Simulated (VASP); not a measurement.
Input of a VASP 6.6.1 run:

Contents of INCAR:

```
SYSTEM = HfN
ALGO = Normal ; EDIFF = 1E-7
EDIFFG = -0.01 ; ENCUT = 600
GGA = PS ; GGA_COMPAT = .False.
IBRION = 2 ; ISIF = 3
ISMEAR = -1 ; LASPH = .True.
LCHARG = .False. ; LREAL = .False.
LWAVE = .False. ; NELM = 120
NELMIN = 4 ; NSW = 80
PREC = Accurate ; SIGMA = 0.15
```

The input KPOINTS:

```
k-points
0
Gamma
  10 10 10
  0 0 0
```

Contents of POSCAR:

```
HfN
1.0
    0.0000000000      2.4548220000      2.4548220000
    2.4548220000      0.0000000000      2.4548220000
    2.4548220000      2.4548220000      0.0000000000
Hf N
1 1
Direct
    0.0000000000      0.0000000000      0.0000000000
    0.2500000000      0.2500000000      0.2500000000
```

Potentials or basis: VASP PAW PBE potentials, release 64 (Hf_pv, N).

Run with:

```sh
$ cat potpaw_PBE.64/Hf_pv/POTCAR potpaw_PBE.64/N/POTCAR > POTCAR
$ mpirun -np 1 vasp_std > vasp.out
```

(1) Estimate the relaxed volume.

(2) Predict the band gap on the k mesh.

(3) Estimate the relaxed cell.

## Answers

(1) 14.36 Å³/atom.

(2) zero (an odd number of electrons rules out a gap without spin polarisation).

(3) a = 3.438 Å, b = 3.438 Å, c = 3.438 Å, α = 60.00°, β = 60.00°, γ = 60.00°.

Caveat: the PAW data sets were made with another functional, which shifts forces and pressure a little; spin-orbit coupling is left out, which moves the levels of the heavy elements.
